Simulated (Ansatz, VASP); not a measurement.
**SrO: VASP beside Ansatz**

The input INCAR:

```
SYSTEM = SrO
  PREC = Accurate
  ENCUT = 520
  EDIFF = 1E-7
  ISMEAR = 0
  SIGMA = 0.05
  LREAL = .FALSE.
  LASPH = .TRUE.
  NELM = 80
  ALGO = Normal
  ISIF = 2
  LWAVE = .FALSE.
  LCHARG = .TRUE.
  GGA = PE
  LELF = .TRUE.
  LVHAR = .TRUE.
  NBANDS = 15
```

The input KPOINTS:

```
regular mesh
0
G
  8 8 8
  0 0 0
```

Contents of POSCAR:

```
SrO
1.0
    0.0000000000      2.6468940000      2.4927060000
    2.6468940000      0.0000000000      2.4927060000
    2.6468940000      2.6468940000      0.0000000000
Sr O
1 1
Direct
    0.0000000000      0.0000000000      0.0000000000
    0.5000000000      0.5000000000      0.5000000000
```

Input for Ansatz:

```yaml
crystal:
  lattice:
    - [0.0, 2.646894, 2.492706]
    - [2.646894, 0.0, 2.492706]
    - [2.646894, 2.646894, 0.0]
  atoms:
    - { symbol: Sr, position: [0.0, 0.0, 0.0] }
    - { symbol: O, position: [0.5, 0.5, 0.5] }
basis:
  ecutwfc: 420
kpoints:
  mp_grid: { grid: [8, 8, 8] }
hamiltonian:
  xc: pbe
scf:
  occupations: { method: gaussian, width: 0.05 }
output:
  forces: true
  stress: true
  eigenvalues: true
```

Change from the starting cell: strain +0.030 along x and y, -0.030 along z, atoms carried along.

Alike in both runs: task single point; functional PBE; k mesh 8 × 8 × 8; occupations gaussian, width 0.05 eV; no spin polarisation.

|  | VASP | Ansatz |
| --- | --- | --- |
| version | VASP 6.6.1 | Ansatz 0.2.0 |
| potentials or method | VASP PAW PBE potentials, release 64 (Sr_sv, O), cutoff 520 eV | scalar-relativistic, plane waves, PAW |
| valence electrons in the cell | 16 | 16 |

Ansatz gave:

| Quantity | Value |
| --- | --- |
| gap on the k mesh at the Fermi level (eV) | 3.04 |
| least direct gap on the mesh (eV) | 3.34 |
| pressure (GPa) | 1.0 |
| traceless stress, the component that is largest in VASP (GPa) | 5.23 |

Q: What did VASP give for the same quantities?

A: gap on the k mesh at the Fermi level (eV): 2.99; least direct gap on the mesh (eV): 3.30; pressure (GPa): 1.6; traceless stress, the component that is largest in VASP (GPa): 5.53.
